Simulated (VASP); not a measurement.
# La2Ge2W (P-3m1) in VASP: single point with PBE

Aim: the single point of La2Ge2W with PBE.

Program: VASP 6.6.1. These are calculated values, not measurements. Logs are shortened: lines on timing, memory, paths and dates and some standing lists are left out, and cuts for length are marked.

## Step 1: The cell of the first run

The structure is trigonal, space group P-3m1 (No. 164). Conventional cell: a = 4.766 Å, b = 4.766 Å, c = 7.663 Å, α = 90.00°, β = 90.00°, γ = 120.00°. La (site symmetry 3m) has 4 Ge at 2.93 to 3.00 Å and 3 La at 3.39 Å and 3 W at 3.95 Å within 4.0 Å. Within 3.9 Å of Ge (site symmetry 3m) lie 4 La at 2.93 to 3.00 Å and 3 W at 3.30 Å. W (site symmetry -3m) has 6 Ge at 3.30 Å and 6 La at 3.95 Å within 4.3 Å.

The cell was generated, and may not be a known phase.

## Step 2: Single point, PBE

Contents of INCAR:

```
ALGO = Normal ; EDIFF = 1E-6
ENCUT = 520 ; GGA = PE
ISIF = 2 ; ISMEAR = 0
LASPH = True ; LCHARG = True
LELF = True ; LREAL = False
LVHAR = True ; LWAVE = False
NBANDS = 40 ; NELM = 100
PREC = Accurate ; SIGMA = 0.1
```

Contents of KPOINTS:

```
k-points
0
Gamma
  6 6 2
```

Contents of POSCAR:

```
La2Ge2W
1.0
    4.7664332100      0.0000000000      0.0000000000
   -2.3832166100      4.1278522500      0.0000000000
    0.0000000000      0.0000000000      7.6630935800
La Ge W
2 2 1
Direct
    0.6666666700      0.3333333300      0.3704420000
    0.3333333300      0.6666666700      0.6295580000
    0.6666666700      0.3333333300      0.7613419900
    0.3333333300      0.6666666700      0.2386580100
    0.0000000000      0.0000000000      0.0000000000
```

Potentials or basis: VASP PAW PBE potentials, release 64 (La, Ge_d, W_sv).

On the command line:

```sh
$ cat potpaw_PBE.64/La/POTCAR potpaw_PBE.64/Ge_d/POTCAR potpaw_PBE.64/W_sv/POTCAR > POTCAR
$ mpirun -np 1 vasp_std > vasp.out
```

OUTCAR:

```text
EDIFF = 1E-6
   ENCUT = 520
   GGA = PE
   ISIF = 2
   ISMEAR = 0
   LASPH = True
   LREAL = False
   NELM = 100
   PREC = Accurate

 ion  position               nearest neighbor table
   1  0.667  0.333  0.370-   4 2.93   4 2.93   4 2.93   3 3.00   2 3.39   2 3.39   2 3.39
   2  0.333  0.667  0.630-   3 2.93   3 2.93   3 2.93   4 3.00   1 3.39   1 3.39   1 3.39
   3  0.667  0.333  0.761-   2 2.93   2 2.93   2 2.93   1 3.00
   4  0.333  0.667  0.239-   1 2.93   1 2.93   1 2.93   2 3.00
   5  0.000  0.000  0.000-

  LATTYP: Found a hexagonal cell.
 ALAT       =     4.7664332100
 C/A-ratio  =     1.6077207510

  Lattice vectors:

 A1 = (   4.7664332100,   0.0000000000,   0.0000000000)
 A2 = (  -2.3832166100,   4.1278522500,   0.0000000000)
 A3 = (   0.0000000000,   0.0000000000,   7.6630935800)

Analysis of symmetry for initial positions (statically):
=====================================================================
 Subroutine PRICEL returns:
 Original cell was already a primitive cell.

 Routine SETGRP: Setting up the symmetry group for a
 hexagonal supercell.

 Subroutine GETGRP returns: Found 12 space group operations
 (whereof 12 operations were pure point group operations)
 out of a pool of 24 trial point group operations.

The static configuration has the point symmetry D_3d.

Analysis of symmetry for dynamics (positions and initial velocities):
=====================================================================
 Subroutine PRICEL returns:
 Original cell was already a primitive cell.

 Routine SETGRP: Setting up the symmetry group for a
 hexagonal supercell.

 Subroutine GETGRP returns: Found 12 space group operations
 (whereof 12 operations were pure point group operations)
 out of a pool of 24 trial point group operations.

The dynamic configuration has the point symmetry D_3d.

 Subroutine INISYM returns: Found 12 space group operations
 (whereof 12 operations are pure point group operations),
 and found     1 'primitive' translations

----------------------------------------------------------------------------------------

                                     Primitive cell

  volume of cell :     150.7724

  direct lattice vectors                    reciprocal lattice vectors
     4.766433210  0.000000000  0.000000000     0.209800485  0.121128367  0.000000000
    -2.383216610  4.127852250  0.000000000     0.000000000  0.242256733  0.000000000
     0.000000000  0.000000000  7.663093580     0.000000000  0.000000000  0.130495601

  length of vectors
     4.766433210  4.766433217  7.663093580     0.242256733  0.242256733  0.130495601

  position of ions in fractional coordinates (direct lattice)
     0.666666670  0.333333330  0.370442000
     0.333333330  0.666666670  0.629558000
     0.666666670  0.333333330  0.761341990
     0.333333330  0.666666670  0.238658010
     0.000000000  0.000000000  0.000000000

  ion indices of the primitive-cell ions
   primitive index   ion index
                 1           1
                 2           2
                 3           3
                 4           4
                 5           5

----------------------------------------------------------------------------------------

 KPOINTS: k-points

Automatic generation of k-mesh.
 Grid dimensions read from file:
 generate k-points for:    6    6    2

 Generating k-lattice:

  Cartesian coordinates                     Fractional coordinates (reciprocal lattice)
     0.034966748  0.020188061  0.000000000     0.166666667  0.000000000  0.000000000
     0.000000000  0.040376122  0.000000000     0.000000000  0.166666667  0.000000000
     0.000000000  0.000000000  0.065247800     0.000000000  0.000000000  0.500000000

  Length of vectors
     0.040376122  0.040376122  0.065247800

  Shift w.r.t. Gamma in fractional coordinates (k-lattice)
     0.000000000  0.000000000  0.000000000

 Subroutine IBZKPT returns following result:
 ===========================================

 Found     14 irreducible k-points:

 Following reciprocal coordinates:
            Coordinates               Weight
  0.000000  0.000000  0.000000      1.000000
  0.166667  0.000000  0.000000      6.000000
  0.333333 -0.000000  0.000000      6.000000
  0.500000  0.000000  0.000000      3.000000
  0.166667  0.166667  0.000000      6.000000
  0.333333  0.166667  0.000000     12.000000
  0.333333  0.333333  0.000000      2.000000
  0.000000  0.000000  0.500000      1.000000
  0.166667  0.000000  0.500000      6.000000
  0.333333 -0.000000  0.500000      6.000000
  0.500000  0.000000  0.500000      3.000000
  0.166667  0.166667  0.500000      6.000000
  0.333333  0.166667  0.500000     12.000000
  0.333333  0.333333  0.500000      2.000000
   k-points           NKPTS =     14   k-points in BZ     NKDIM =     14   number of bands    NBANDS=     40
   number of dos      NEDOS =    301   number of ions     NIONS =      5
   total plane-waves  NPLWV =  77760
   dimension x,y,z NGX =    36 NGY =   36 NGZ =   60
   dimension x,y,z NGXF=    72 NGYF=   72 NGZF=  120
   ions per type =               2   2   1
   NGX,Y,Z   is equivalent  to a cutoff of  12.56, 12.56, 13.02 a.u.
   NGXF,Y,Z  is equivalent  to a cutoff of  25.11, 25.11, 26.03 a.u.
 SYSTEM =  unknown system
   PREC   = accura    normal or accurate (medium, high low for compatibility)
   ISTART =      0    job   : 0-new  1-cont  2-samecut
   ICHARG =      2    charge: 1-file 2-atom 10-const
   ISPIN  =      1    spin polarized calculation?
   LNONCOLLINEAR =      F non collinear calculations
   LSORBIT =      F    spin-orbit coupling
   LASPH  =      T    aspherical Exc in radial PAW
   ENCUT  =  520.0 eV  38.22 Ry    6.18 a.u.   8.86  8.86 14.25*2*pi/ulx,y,z
   NELM   =    100;   NELMIN=  2; NELMDL= -5     # of ELM steps
   EDIFF  = 0.1E-05   stopping-criterion for ELM
   LREAL  =      F    real-space projection
   EDIFFG = 0.1E-04   stopping-criterion for IOM
   NSW    =      0    number of steps for IOM
   IBRION =     -1    ionic relax: 0-MD 1-quasi-New 2-CG
   NFREE  =      0    steps in history (QN), initial steepest desc. (CG)
   ISIF   =      2    stress and relaxation
   ISYM   =      2    0-nonsym 1-usesym 2-fastsym
   POTIM  = 0.5000    time-step for ionic-motion
   TEBEG  =    0.0;   TEEND  =   0.0 temperature during run
   PSTRESS=    0.0 pullay stress
   NELECT =      64.0000    total number of electrons
   NUPDOWN=      -1.0000    fix difference up-down
   EMIN   =  10.00;   EMAX   =-10.00  energy-range for DOS
   EFERMI =   0.00;   METHOD = LEGACY
   ISMEAR =     0;   SIGMA  =   0.10  broadening in eV -4-tet -1-fermi 0-gaus
   EFERMI_NEDOS =   21; number of points for ismear=-14 and -15
   IALGO  =     38    algorithm
   IMIX   =      4    mixing-type and parameters
     AMIX     =   0.40;   BMIX     =  1.00
     AMIX_MAG =   1.60;   BMIX_MAG =  1.00
  volume/ion in A,a.u.               =      30.15       203.49
  Fermi-wavevector in a.u.,A,eV,Ry     =   1.230347  2.325018 20.595865  1.513753
  Thomas-Fermi vector in A             =   2.365199
   LORBIT       =      0    0 simple, 1 ext, 2 COOP (PROOUT), +10 PAW based schemes
   GGA     = PE    functional components
   LHFCALC =     F    Hartree Fock is set to
   AEXX    =    0.0000 exact exchange contribution
   IVDW    =     0    specifies the selected vdW correction
   LEPSILON=     F    determine dielectric tensor
   LRPA    =     F    only Hartree local field effects (RPA)
 non-spin polarized calculation
 Gauss-broadening in eV      SIGMA  =   0.10
  energy-cutoff  :      520.00
  volume of cell :      150.77
 maximum number of plane-waves:      4092
 NGX is ok and might be reduce to    36
   NGX = 17   NGY = 17   NGZ = 29

 number of electron      64.0000015 magnetization

 Free energy of the ion-electron system (eV)
  ---------------------------------------------------
  ext. energy  EPLUGINS =         0.00000000
  ---------------------------------------------------
  free energy    TOTEN  =       -27.70469580 eV

  energy without entropy =      -27.65583418  energy(sigma->0) =      -27.68026499

 E-fermi :   5.8983     XC(G=0):  -9.7687

 val. band max:        5.8907941511   @ k =   0.3333   0.1667   0.5000
 cond. band min:       5.9051319393   @ k =   0.1667   0.1667   0.0000
 fundamental gap:      0.0143377883
 Fermi energy:         5.8983135667

 k-point     1 :       0.0000    0.0000    0.0000
  band No.  band energies     occupation
      1     -68.7935      2.00000
      2     -32.8831      2.00000
      3     -32.8831      2.00000
      4     -32.8299      2.00000
      5     -26.9167      2.00000
      6     -26.6109      2.00000
[... 32 lines left out ...]
     39       7.6782      0.00000
     40       7.6783      0.00000

 k-point     2 :       0.1667    0.0000    0.0000
  band No.  band energies     occupation
      1     -68.7935      2.00000
      2     -32.8834      2.00000
      3     -32.8832      2.00000
      4     -32.8298      2.00000
      5     -26.8971      2.00000
      6     -26.6273      2.00000
[... 32 lines left out ...]
     39       7.5359      0.00000
     40       7.7781      0.00000

 k-point     3 :       0.3333   -0.0000    0.0000
  band No.  band energies     occupation
      1     -68.7935      2.00000
      2     -32.8841      2.00000
      3     -32.8834      2.00000
      4     -32.8298      2.00000
      5     -26.8475      2.00000
      6     -26.6708      2.00000
[... 32 lines left out ...]
     39       7.6147      0.00000
     40       7.7650      0.00000

 k-point     4 :       0.5000    0.0000    0.0000
  band No.  band energies     occupation
      1     -68.7935      2.00000
      2     -32.8844      2.00000
      3     -32.8835      2.00000
      4     -32.8297      2.00000
      5     -26.8085      2.00000
      6     -26.7067      2.00000
[... 32 lines left out ...]
     39       7.4426      0.00000
     40       7.4948      0.00000

 k-point     5 :       0.1667    0.1667    0.0000
  band No.  band energies     occupation
      1     -68.7935      2.00000
      2     -32.8839      2.00000
      3     -32.8834      2.00000
      4     -32.8298      2.00000
      5     -26.8619      2.00000
      6     -26.6579      2.00000
[... 32 lines left out ...]
     39       7.5472      0.00000
     40       7.7884      0.00000

 k-point     6 :       0.3333    0.1667    0.0000
  band No.  band energies     occupation
      1     -68.7935      2.00000
      2     -32.8843      2.00000
      3     -32.8836      2.00000
      4     -32.8297      2.00000
      5     -26.8085      2.00000
      6     -26.7066      2.00000
[... 32 lines left out ...]
     39       7.5597      0.00000
     40       7.7139      0.00000

 k-point     7 :       0.3333    0.3333    0.0000
  band No.  band energies     occupation
      1     -68.7935      2.00000
      2     -32.8840      2.00000
      3     -32.8840      2.00000
      4     -32.8297      2.00000
      5     -26.7568      2.00000
      6     -26.7568      2.00000
[... 32 lines left out ...]
     39       7.7189      0.00000
     40       7.7198      0.00000

 k-point     8 :       0.0000    0.0000    0.5000
  band No.  band energies     occupation
      1     -68.7935      2.00000
      2     -32.8831      2.00000
      3     -32.8831      2.00000
      4     -32.8299      2.00000
      5     -26.9165      2.00000
      6     -26.6110      2.00000
[... 32 lines left out ...]
     39       7.7897      0.00000
     40       7.9334      0.00000

 k-point     9 :       0.1667    0.0000    0.5000
  band No.  band energies     occupation
      1     -68.7935      2.00000
      2     -32.8834      2.00000
      3     -32.8832      2.00000
      4     -32.8298      2.00000
      5     -26.8970      2.00000
      6     -26.6274      2.00000
[... 32 lines left out ...]
     39       7.6984      0.00000
     40       7.8786      0.00000

 k-point    10 :       0.3333   -0.0000    0.5000
  band No.  band energies     occupation
      1     -68.7935      2.00000
      2     -32.8841      2.00000
      3     -32.8834      2.00000
      4     -32.8298      2.00000
      5     -26.8474      2.00000
      6     -26.6708      2.00000
[... 32 lines left out ...]
     39       7.4891      0.00000
     40       7.6004      0.00000

 k-point    11 :       0.5000    0.0000    0.5000
  band No.  band energies     occupation
      1     -68.7935      2.00000
      2     -32.8844      2.00000
      3     -32.8834      2.00000
      4     -32.8297      2.00000
      5     -26.8085      2.00000
      6     -26.7066      2.00000
[... 32 lines left out ...]
     39       7.4774      0.00000
     40       7.6072      0.00000

 k-point    12 :       0.1667    0.1667    0.5000
  band No.  band energies     occupation
      1     -68.7935      2.00000
      2     -32.8839      2.00000
      3     -32.8834      2.00000
      4     -32.8298      2.00000
      5     -26.8618      2.00000
      6     -26.6579      2.00000
[... 32 lines left out ...]
     39       7.5764      0.00000
     40       7.6866      0.00000

 k-point    13 :       0.3333    0.1667    0.5000
  band No.  band energies     occupation
      1     -68.7935      2.00000
      2     -32.8843      2.00000
      3     -32.8836      2.00000
      4     -32.8297      2.00000
      5     -26.8085      2.00000
      6     -26.7066      2.00000
[... 32 lines left out ...]
     39       7.6068      0.00000
     40       7.7996      0.00000

 k-point    14 :       0.3333    0.3333    0.5000
  band No.  band energies     occupation
      1     -68.7935      2.00000
      2     -32.8840      2.00000
      3     -32.8840      2.00000
      4     -32.8297      2.00000
      5     -26.7568      2.00000
      6     -26.7568      2.00000
[... 32 lines left out ...]
     39       7.7345      0.00000
     40       7.7373      0.00000

------------------------ aborting loop because EDIFF is reached ----------------------------------------

  FORCE on cell =-STRESS in cart. coord.  units (eV):
  Direction    XX          YY          ZZ          XY          YZ          ZX
  --------------------------------------------------------------------------------------
  -------------------------------------------------------------------------------------
  Total       -5.1510167     -5.1510167     -6.6352297      0.0000000      0.0000000      0.0000000
  in kB      -54.7370961    -54.7370962    -70.5090335      0.0000001      0.0000000      0.0000000
  external PRESSURE =     -59.9944086 kB  Pullay stress =       0.0000000 kB

 VOLUME and BASIS-vectors are now :
 -----------------------------------------------------------------------------
  energy-cutoff  :      520.00
  volume of cell :      150.77
      direct lattice vectors                 reciprocal lattice vectors
     4.766433210  0.000000000  0.000000000     0.209800485  0.121128367  0.000000000
    -2.383216610  4.127852250  0.000000000     0.000000000  0.242256733  0.000000000
     0.000000000  0.000000000  7.663093580     0.000000000  0.000000000  0.130495601

 POSITION                                       TOTAL-FORCE (eV/Angst)
 -----------------------------------------------------------------------------------
      2.38322      1.37595      2.83873         0.000000      0.000000     -2.247096
     -0.00000      2.75190      4.82436        -0.000000     -0.000000      2.247096
      2.38322      1.37595      5.83423         0.000000      0.000000      2.876384
     -0.00000      2.75190      1.82886         0.000000      0.000000     -2.876384
      0.00000      0.00000      0.00000         0.000000      0.000000      0.000000
 -----------------------------------------------------------------------------------
    total drift:                                0.000000      0.000000      0.000000

  FREE ENERGIE OF THE ION-ELECTRON SYSTEM (eV)
  ---------------------------------------------------
  free  energy   TOTEN  =       -27.7046958021 eV

  energy  without entropy=      -27.6558341770  energy(sigma->0) =      -27.68026499
```

Wall time 88 s (1 thread of AMD EPYC 9R45 (Zen 5), shared host); peak memory 0.28 GiB.

Results:

* Free energy: -27.7047 eV
* Pressure: -6.0 GPa
* Largest force: 2.876 eV/Å
* Band gap on the k mesh: zero (bands 32 and 33 overlap by 0.43 eV)

Forces on the atoms (eV/Å):
```
La   0.000  0.000 -2.247
La   0.000  0.000  2.247
Ge   0.000  0.000  2.876
Ge   0.000  0.000 -2.876
W    0.000  0.000  0.000
```

Stress tensor (GPa, compression positive):
```
-5.47  0.00  0.00
 0.00 -5.47  0.00
 0.00  0.00 -7.05
```

Levels at points of the mesh, in eV from the Fermi level:
```
           k point  band 28  band 29  band 30  band 31  band 32  band 33  band 34  band 35  band 36  band 37
(0.00, 0.00, 0.00)    -1.77    -1.77    -1.47    -0.72    -0.72    -0.38     0.67     0.67     0.77     1.38
(0.50, 0.00, 0.00)    -1.58    -0.98    -0.85    -0.58    -0.19     0.15     0.40     0.74     0.80     1.17
(0.00, 0.00, 0.50)    -1.04    -1.04    -0.52    -0.39    -0.39    -0.32     0.10     0.10     0.69     0.69
(0.50, 0.00, 0.50)    -1.32    -1.30    -1.18    -0.49     0.04     0.21     0.53     0.78     0.98     1.06
```

Caveat: the k points lie up to 0.41 Å⁻¹ apart; spin-orbit coupling is left out, which moves the levels of the heavy elements; forces of over 1 eV/Å act on the atoms, so gaps and moduli don't describe the material at rest.
